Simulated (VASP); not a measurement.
Write the native input for VASP 6.6.1 that does the following.

```
Task                   : single point
Functional             : PBE
Potentials or basis    : VASP PAW PBE potentials, release 64 (K_sv, Br)
Cutoff                 : 520 eV
k mesh                 : 6 × 6 × 6
Occupations            : gaussian, width 0.02 eV
Spin                   : no spin polarisation
Dipole correction      : no
Further INCAR settings : ALGO = Normal; EDIFF = 1e-06; NBANDS = 15
```

The structure of KBr lies in POSCAR:

```
KBr
1.0
    0.0000000000      3.3504479376      3.3504479376
    3.3504479376      0.0000000000      3.3504479376
    3.3504479376      3.3504479376      0.0000000000
K Br
1 1
Direct
    0.0000000000      0.0000000000      0.0000000000
    0.5000000000      0.5000000000      0.5000000000
```

The input as run:

INCAR

```
  PREC = Accurate
  ENCUT = 520
  EDIFF = 1E-6
  ISMEAR = 0
  SIGMA = 0.02
  LREAL = False
  LASPH = True
  NELM = 60
  ALGO = Normal
  ISIF = 2
  LWAVE = False
  LCHARG = True
  GGA = PE
  LELF = True
  LVHAR = True
  NBANDS = 15
```

KPOINTS

```
Automatic mesh
0
Gamma
  6 6 6
```

Potentials or basis: VASP PAW PBE potentials, release 64 (K_sv, Br).

Launch:

```console
$ cat potpaw_PBE.64/K_sv/POTCAR potpaw_PBE.64/Br/POTCAR > POTCAR
$ mpirun -np 1 vasp_std > vasp.out
```

Results of the run:

* Pressure: 0.1 GPa
* Band gap on the k mesh: 4.31 eV, direct

It took 9.6 s on 1 thread of Intel(R) Xeon(R) 6975P-C (Granite Rapids) (shared host), peak memory 0.2 GiB.
